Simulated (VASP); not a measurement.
Write the native input for VASP 6.6.1 that does the following.

| Quantity | Value |
| --- | --- |
| Task | single point |
| Functional | PBE |
| Potentials or basis | VASP PAW PBE potentials, release 64 (Mg, O) |
| Cutoff | 520 eV |
| k mesh | 10 × 10 × 10 |
| Occupations | gaussian, width 0.02 eV |
| Spin | no spin polarisation |
| Dipole correction | no |
| Further INCAR settings | ALGO = Normal; EDIFF = 1e-07; NBANDS = 11 |

The structure of MgO (kpat) lies in POSCAR:

```
MgO
1.0
    0.0000000000      2.0803454603      2.0803454603
    2.0803454603      0.0000000000      2.0803454603
    2.0803454603      2.0803454603      0.0000000000
Mg O
1 1
Direct
    0.0000000000      0.0000000000      0.0000000000
    0.5000000000      0.5000000000      0.5000000000
```

This cell differs from its parent crystal: strained cell.

One way to write it, as run:

INCAR

```
PREC = Accurate
ENCUT = 520
EDIFF = 1E-7
ISMEAR = 0
SIGMA = 0.02
LREAL = False
LASPH = True
NELM = 80
ALGO = Normal
ISIF = 2
LWAVE = False
LCHARG = False
GGA = PE
NBANDS = 11
```

KPOINTS

```
regular mesh
0
Gamma
  10 10 10
```

Potentials or basis: VASP PAW PBE potentials, release 64 (Mg, O).

Run with:

```sh
$ cat potpaw_PBE.64/Mg/POTCAR potpaw_PBE.64/O/POTCAR > POTCAR
$ mpirun -np 1 vasp_std > vasp.out
```

It gave:

```yaml
Pressure: 10.6 GPa
Band_gap_on_the_k_mesh: 5.09 eV, direct
```

Caveat: the cell differs from its parent crystal (strained cell).

Run time: 8.2 s on 1 thread of AMD EPYC 9R14 (Zen 4) (shared host), peak memory 0.11 GiB.
